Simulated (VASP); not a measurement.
Write the native input for VASP 6.6.1 that does the following.

```yaml
Task: single point
Functional: PBE
Potentials_or_basis: VASP PAW PBE potentials, release 64 (Ge_d, Pd)
Cutoff: 520 eV
k_mesh: 6 × 6 × 4
Occupations: gaussian, width 0.1 eV
Spin: no spin polarisation
Dipole_correction: no
Further_INCAR_settings: ALGO = Normal; EDIFF = 1e-06; NBANDS = 41
```

The structure of Ge4Pd lies in POSCAR:

```
Ge4Pd
1.0
    4.6317970631      0.0000000000      0.0000000000
   -2.3158985315      4.0112539219      0.0000000000
    0.0000000000      0.0000000000      5.3642974234
Ge Pd
4 1
Direct
    0.3333333333      0.6666666667      0.5000000000
    0.6666666667      0.3333333333      0.5000000000
    0.3333333333      0.6666666667      0.0000000000
    0.6666666667      0.3333333333      0.0000000000
    0.0000000000      0.0000000000      0.5000000000
```

The cell was built from a structure type or drawn by symmetry, and may not be a known phase.

One way to write it, as run:

INCAR

```
SYSTEM = Ge4Pd
PREC     = Accurate       ! precision mode
ENCUT    = 520            ! plane-wave cutoff, eV
EDIFF    = 1E-6           ! SCF threshold, eV
ISMEAR   = 0              ! smearing method
SIGMA    = 0.1            ! smearing width, eV
LREAL    = .FALSE.        ! projectors in reciprocal space
LASPH    = .TRUE.         ! aspherical terms in the spheres
NELM     = 60             ! most SCF steps
ALGO     = Normal         ! electronic algorithm
ISIF     = 2              ! what is computed and relaxed
LWAVE    = .FALSE.        ! write WAVECAR
LCHARG   = .FALSE.        ! write CHGCAR
GGA      = PE             ! functional
NBANDS   = 41             ! bands
```

KPOINTS

```
Automatic mesh
0
G
  6 6 4
  0 0 0
```

Potentials or basis: VASP PAW PBE potentials, release 64 (Ge_d, Pd).

The run is started by

```sh
$ cat potpaw_PBE.64/Ge_d/POTCAR potpaw_PBE.64/Pd/POTCAR > POTCAR
$ mpirun -np 1 vasp_std > vasp.out
```

Results of the run:

```yaml
Pressure: -0.1 GPa
Band_gap_on_the_k_mesh: zero (bands 33 and 34 overlap by 2.42 eV)
```

Wall time 66 s on 1 thread of Intel(R) Xeon(R) Platinum 8488C (Sapphire Rapids), on a shared host, peak memory 0.25 GiB.
